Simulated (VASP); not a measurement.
Here is a VASP 6.6.1 calculation.

The input INCAR:

```
PREC = Accurate
ENCUT = 520
EDIFF = 1E-6
ISMEAR = -1
SIGMA = 0.1
LREAL = F
LASPH = T
NELM = 60
ALGO = Normal
ISIF = 2
LWAVE = F
LCHARG = F
GGA = PE
NBANDS = 20
```

The input KPOINTS:

```
Automatic mesh
0
Gamma
  14 14 8
```

The input POSCAR:

```
Tl
1.0
    2.6084390547      0.0000000000      0.0000000000
   -1.3042195273      2.2589744855      0.0000000000
    0.0000000000      0.0000000000      4.2739893651
Tl
2
Direct
    0.3333333333      0.6666666667      0.2500000000
    0.6666666667      0.3333333333      0.7500000000
```

Potentials or basis: VASP PAW PBE potentials, release 64 (Tl_d).

Launch:

```bash
$ cat potpaw_PBE.64/Tl_d/POTCAR > POTCAR
$ mpirun -np 1 vasp_std > vasp.out
```

Predict the band gap on the k mesh.

zero (bands 13 and 14 overlap by 9.47 eV).

Predict the pressure.

295.3 GPa.

Stress tensor (GPa, compression positive):
```
295.53   0.00   0.00
  0.00 295.53   0.00
  0.00   0.00 294.74
```

Caveat: the cell stands under pressure; spin-orbit coupling is left out, which moves the levels of the heavy elements.
